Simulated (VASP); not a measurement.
A run of VASP 6.6.1 is set up as follows.

Contents of INCAR:

```
SYSTEM = GaAs
PREC = Accurate
ENCUT = 520
EDIFF = 1E-6
ISMEAR = -1
SIGMA = 0.02
LREAL = .False.
LASPH = .True.
NELM = 100
ALGO = Normal
ISIF = 2
LWAVE = .False.
LCHARG = .False.
GGA = PE
NBANDS = 16
```

Contents of KPOINTS:

```
Automatic mesh
0
Gamma
  8 8 8
  0 0 0
```

File POSCAR:

```
GaAs
1.0
    0.0000000000      2.8330850939      2.8330850939
    2.8330850939      0.0000000000      2.8330850939
    2.8330850939      2.8330850939      0.0000000000
Ga As
1 1
Direct
    0.0000000000      0.0000000000      0.0000000000
    0.2500000000      0.2500000000      0.2500000000
```

Potentials or basis: VASP PAW PBE potentials, release 64 (Ga_d, As).

Launch:

```bash
$ cat potpaw_PBE.64/Ga_d/POTCAR potpaw_PBE.64/As/POTCAR > POTCAR
$ mpirun -np 1 vasp_std > vasp.out
```

Predict the pressure.

2.9 GPa.

What does it give for the band gap on the k mesh?

0.47 eV.

Caveat: semilocal functionals underestimate gaps, and a narrow one can read as zero.
